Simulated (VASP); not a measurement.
# C (Fmmm) in VASP: a series of runs, part 2 of 2

VASP 6.6.1. Earlier steps stand in the parts before.

## (4) Single point, PBE+D3(BJ) (8.39 Å³/atom)

This run uses another cell than the first one, of 8.39 Å³/atom.

Input file INCAR:

```
PREC     = Accurate       # precision mode
ENCUT    = 520            # plane-wave cutoff, eV
EDIFF    = 1E-6           # SCF threshold, eV
ISMEAR   = 0              # smearing method
SIGMA    = 0.02           # smearing width, eV
LREAL    = F              # projectors in reciprocal space
LASPH    = T              # aspherical terms in the spheres
NELM     = 60             # most SCF steps
ALGO     = Normal         # electronic algorithm
ISIF     = 2              # what is computed and relaxed
LWAVE    = F              # write WAVECAR
LCHARG   = F              # write CHGCAR
GGA      = PE             # functional
IVDW     = 12             # dispersion correction
NBANDS   = 11             # bands
```

Input file KPOINTS:

```
Automatic mesh
0
Gamma
  18 18 18
```

Input file POSCAR:

```
C
1.0
    0.0000000000      2.1290053546      3.2029878432
    1.2302560628      0.0000000000      3.2029878432
    1.2302560628      2.1290053546      0.0000000000
C
2
Direct
    0.1667057081      0.8332942919      0.1667057081
    0.8332942919      0.1667057081      0.8332942919
```

Potentials or basis: VASP PAW PBE potentials, release 64 (C).

The run is started by

```bash
cat potpaw_PBE.64/C/POTCAR > POTCAR
mpirun -np 1 vasp_std > vasp.out
```

OUTCAR:

```text
PREC = Accurate
   ENCUT = 520
   EDIFF = 1E-6
   ISMEAR = 0
   LREAL = F
   LASPH = T
   NELM = 60
   ISIF = 2
   GGA = PE
   IVDW = 12
 IVDW          = 12

 ion  position               nearest neighbor table
   1  0.167  0.833  0.167-   2 1.42   2 1.42   2 1.42
   2  0.833  0.167  0.833-   1 1.42   1 1.42   1 1.42

  LATTYP: Found a face centered orthorhombic cell.
 ALAT       =     2.4605121256
 B/A-ratio  =     1.7305383968
 C/A-ratio  =     2.6035131547

  Lattice vectors:

 A1 = (   0.0000000000,   2.1290053546,   3.2029878432)
 A2 = (   1.2302560628,   0.0000000000,   3.2029878432)
 A3 = (   1.2302560628,   2.1290053546,   0.0000000000)

Analysis of symmetry for initial positions (statically):
=====================================================================
 Subroutine PRICEL returns:
 Original cell was already a primitive cell.

 Routine SETGRP: Setting up the symmetry group for a
 face centered orthorhombic supercell.

 Subroutine GETGRP returns: Found  8 space group operations
 (whereof  8 operations were pure point group operations)
 out of a pool of  8 trial point group operations.

The static configuration has the point symmetry D_2h.

Analysis of symmetry for dynamics (positions and initial velocities):
=====================================================================
 Subroutine PRICEL returns:
 Original cell was already a primitive cell.

 Routine SETGRP: Setting up the symmetry group for a
 face centered orthorhombic supercell.

 Subroutine GETGRP returns: Found  8 space group operations
 (whereof  8 operations were pure point group operations)
 out of a pool of  8 trial point group operations.

The dynamic configuration has the point symmetry D_2h.

 Subroutine INISYM returns: Found  8 space group operations
 (whereof  8 operations are pure point group operations),
 and found     1 'primitive' translations

[... 120 lines left out ...]
   LHFCALC =     F    Hartree Fock is set to
   AEXX    =    0.0000 exact exchange contribution
   IVDW    =    12    specifies the selected vdW correction
   LEPSILON=     F    determine dielectric tensor
   LRPA    =     F    only Hartree local field effects (RPA)
 non-spin polarized calculation
 Gauss-broadening in eV      SIGMA  =   0.02
  energy-cutoff  :      520.00
  volume of cell :       16.78
 maximum number of plane-waves:       467
 NGX is ok and might be reduce to    30
   NGX = 15   NGY = 13   NGZ =  9

 number of electron       8.0000000 magnetization

 Free energy of the ion-electron system (eV)
  ---------------------------------------------------
  ext. energy  EPLUGINS =         0.00000000
  ---------------------------------------------------
  free energy    TOTEN  =       -18.39251246 eV

  energy without entropy =      -18.39251243  energy(sigma->0) =      -18.39251245

 E-fermi :   5.1364     XC(G=0): -10.6550

 val. band max:        5.0851676101   @ k =  -0.2778   0.0556   0.3333
 cond. band min:       5.1869402598   @ k =  -0.2222   0.1111   0.3333
 fundamental gap:      0.1017726497
 Fermi energy:         5.1363644626

 k-point     1 :       0.0000    0.0000    0.0000
  band No.  band energies     occupation
      1     -14.6224      2.00000
      2      -1.1613      2.00000
      3       2.1421      2.00000
      4       2.1689      2.00000
      5       9.8321      0.00000
      6      13.5175      0.00000
      7      13.6142      0.00000
      8      16.5868      0.00000
      9      17.9485      0.00000
     10      27.8955      0.00000
     11      31.8140      0.00000
[... 309 lines left out ...]
 k-point    24 :      -0.2222    0.0556    0.0000
  band No.  band energies     occupation
      1     -12.7628      2.00000
      2      -2.9325      2.00000
      3      -0.1458      2.00000
      4       0.6494      2.00000
      5      11.2169      0.00000
      6      12.3477      0.00000
      7      13.2963      0.00000
      8      19.6047      0.00000
      9      21.4499      0.00000
     10      23.6365      0.00000
     11      28.5278      0.00000

 [... further k-points ...]

------------------------ aborting loop because EDIFF is reached ----------------------------------------

 Edisp (eV)   -0.33034

 E8    (eV) :    -0.0942

  FORCE on cell =-STRESS in cart. coord.  units (eV):
  Direction    XX          YY          ZZ          XY          YZ          ZX
  --------------------------------------------------------------------------------------
  -------------------------------------------------------------------------------------
  Total       0.37952     0.37897     0.29261     0.00000     0.00000     0.00000
  in kB      36.24013    36.18710    27.94124     0.00000     0.00000     0.00000
  external pressure =       33.46 kB  Pullay stress =        0.00 kB

 VOLUME and BASIS-vectors are now :
 -----------------------------------------------------------------------------
  energy-cutoff  :      520.00
  volume of cell :       16.78
      direct lattice vectors                 reciprocal lattice vectors
     0.000000000  2.129005355  3.202987843    -0.406419456  0.234851453  0.156104245
     1.230256063  0.000000000  3.202987843     0.406419456 -0.234851453  0.156104245
     1.230256063  2.129005355  0.000000000     0.406419456  0.234851453 -0.156104245

 POSITION                                       TOTAL-FORCE (eV/Angst)
 -----------------------------------------------------------------------------------
      1.23026      0.70983      3.20299         0.000000      0.000264      0.000000
      1.23026      3.54818      3.20299         0.000000     -0.000264      0.000000
 -----------------------------------------------------------------------------------
    total drift:                               -0.000000      0.000000     -0.000000

  FREE ENERGIE OF THE ION-ELECTRON SYSTEM (eV)
  ---------------------------------------------------
  free  energy   TOTEN  =       -18.7228556371 eV

  energy  without entropy=      -18.7228556108  energy(sigma->0) =      -18.72285562
```

OSZICAR:

```text
N       E                     dE             d eps       ncg     rms          rms(c)
DAV:   1     0.105170302008E+00    0.10517E+00   -0.41484E+03 19366   0.652E+02
DAV:   2    -0.191442027703E+02   -0.19249E+02   -0.18476E+02 24830   0.119E+02
DAV:   3    -0.195787937489E+02   -0.43459E+00   -0.43375E+00 23955   0.143E+01
DAV:   4    -0.195802657923E+02   -0.14720E-02   -0.14719E-02 21938   0.102E+00
DAV:   5    -0.195802707651E+02   -0.49728E-05   -0.49724E-05 23924   0.543E-02    0.637E+00
DAV:   6    -0.186740778860E+02    0.90619E+00   -0.77819E-01 21903   0.511E+00    0.372E+00
DAV:   7    -0.183896280406E+02    0.28445E+00   -0.86567E-01 22566   0.542E+00    0.105E+00
DAV:   8    -0.183926083334E+02   -0.29803E-02   -0.16992E-02 21267   0.845E-01    0.111E-01
DAV:   9    -0.183924494172E+02    0.15892E-03   -0.48270E-04 23080   0.138E-01    0.470E-02
DAV:  10    -0.183925133368E+02   -0.63920E-04   -0.98952E-05 21383   0.706E-02    0.249E-02
DAV:  11    -0.183925123120E+02    0.10248E-05   -0.46184E-06 23332   0.122E-02    0.625E-03
DAV:  12    -0.183925124585E+02   -0.14658E-06   -0.60667E-07 20994   0.548E-03
   1 F= -.18722856E+02 E0= -.18722856E+02  d E =-.262799E-07
```

stdout:

```text
POSCAR found type information on POSCAR C
 POSCAR found :  1 types and       2 ions
 scaLAPACK will be used
 LDA part: xc-table for (Slater+PW92), standard interpolation
 POSCAR, INCAR and KPOINTS ok, starting setup
 FFT: planning ... GRIDC
 FFT: planning ... GRID_SOFT
 FFT: planning ... GRID
 WAVECAR not read
 entering main loop
```

It took 1.7 min on 1 thread of Intel Xeon 6975P-C (Granite Rapids), shared host; peak memory 0.25 GiB.

Results:

| Item | Value |
| --- | --- |
| Free energy | -18.7229 eV |
| Pressure | 3.3 GPa |
| Dispersion energy per atom | -0.165 eV |

Caveat: the cell stands under pressure.

## (5) Single point, PBE+D3(BJ) (8.66 Å³/atom)

This run uses another cell than the first one, of 8.66 Å³/atom.

Input file INCAR:

```
PREC = Accurate ; ENCUT = 520
EDIFF = 1E-6 ; ISMEAR = 0
SIGMA = 0.02 ; LREAL = F
LASPH = T ; NELM = 80
ALGO = Normal ; ISIF = 2
LWAVE = F ; LCHARG = F
GGA = PE ; IVDW = 12
NBANDS = 11
```

Input file KPOINTS:

```
regular mesh
0
Gamma
  18 18 18
```

Input file POSCAR:

```
C
1.0
    0.0000000000      2.1318713441      3.2970047371
    1.2316601085      0.0000000000      3.2970047371
    1.2316601085      2.1318713441      0.0000000000
C
2
Direct
    0.1666980381      0.8333019619      0.1666980381
    0.8333019619      0.1666980381      0.8333019619
```

The run is started by

```bash
cat potpaw_PBE.64/C/POTCAR > POTCAR
mpirun -np 1 vasp_std > vasp.out
```

Run time: 98 s. Hardware: 1 thread of Intel Xeon 6975P-C (Granite Rapids), shared host; peak memory 0.25 GiB.

Results (log left out):

| Quantity | Value |
| --- | --- |
| Free energy | -18.7299 eV |
| Pressure | 1.7 GPa |
| Dispersion energy per atom | -0.160 eV |

Stress tensor (GPa, compression positive):
```
1.93 0.00 0.00
0.00 1.92 0.00
0.00 0.00 1.12
```

## (6) Single point, PBE+D3(BJ)

This run uses another cell than the first one, of 8.74 Å³/atom.

Input file INCAR:

```
ALGO     = Normal         # electronic algorithm
EDIFF    = 1E-6           # SCF threshold, eV
ENCUT    = 520            # plane-wave cutoff, eV
GGA      = PE             # functional
ISIF     = 2              # what is computed and relaxed
ISMEAR   = 0              # smearing method
IVDW     = 12             # dispersion correction
LASPH    = T              # aspherical terms in the spheres
LCHARG   = F              # write CHGCAR
LREAL    = F              # projectors in reciprocal space
LWAVE    = F              # write WAVECAR
NBANDS   = 11             # bands
NELM     = 80             # most SCF steps
PREC     = Accurate       # precision mode
SIGMA    = 0.02           # smearing width, eV
```

Input file KPOINTS:

```
k-points
0
Gamma
  18 18 18
```

Input file POSCAR:

```
C
1.0
    0.0000000000      2.1270000000      3.3480000000
    1.2280000000      0.0000000000      3.3480000000
    1.2280000000      2.1270000000      0.0000000000
C
2
Direct
    0.1666700000      0.8333300000      0.1666700000
    0.8333300000      0.1666700000      0.8333300000
```

Potentials or basis: VASP PAW PBE potentials, release 64 (C).

The run is started by

```bash
cat potpaw_PBE.64/C/POTCAR > POTCAR
mpirun -np 1 vasp_std > vasp.out
```

Wall time 96 s (1 thread of Intel Xeon 6975P-C (Granite Rapids), shared host); peak memory 0.26 GiB.

Results (log left out):

```yaml
Free_energy: -18.7291 eV
Pressure: 3.8 GPa
Largest_force: 0.004 eV/Å
Dispersion_energy_per_atom: -0.157 eV
```

Forces in eV/Å, atoms in the order of the input:
```
C    0.000  0.004  0.000
C    0.000 -0.004  0.000
```

Stress tensor (GPa, compression positive):
```
5.78 0.00 0.00
0.00 5.26 0.00
0.00 0.00 0.42
```

Caveat: the cell stands under pressure.

## (7) Summary

| cell | gap on the mesh (eV) | pressure (GPa) |
| --- | --- | --- |
| a = 3.690, b = 3.259, c = 2.450 Å, angles 79.1, 60.2, 40.7°, 2 atoms | none | 8.7 |
| a = 3.767, b = 3.344, c = 2.455 Å, angles 79.4, 60.8, 39.8°, 2 atoms | none | 5.6 |
| a = 3.846, b = 3.431, c = 2.459 Å, angles 79.7, 61.4, 39.0°, 2 atoms | - | 3.3 |
| a = 3.926, b = 3.520, c = 2.462 Å, angles 79.9, 62.0, 38.1°, 2 atoms | - | 1.7 |
| a = 3.967, b = 3.566, c = 2.456 Å, angles 80.1, 62.3, 37.6°, 2 atoms | - | 3.8 |

Alike in all rows: task single point; level PBE+D3(BJ); potentials or basis VASP PAW PBE potentials, release 64 (C); no spin polarisation; k mesh 18 × 18 × 18; cutoff (eV) 520; smearing gaussian 0.02 eV.

Caveats: the cell stands under pressure (at least some runs).

Total energies depend on the potentials used, so only differences within one code and one set of settings carry meaning.
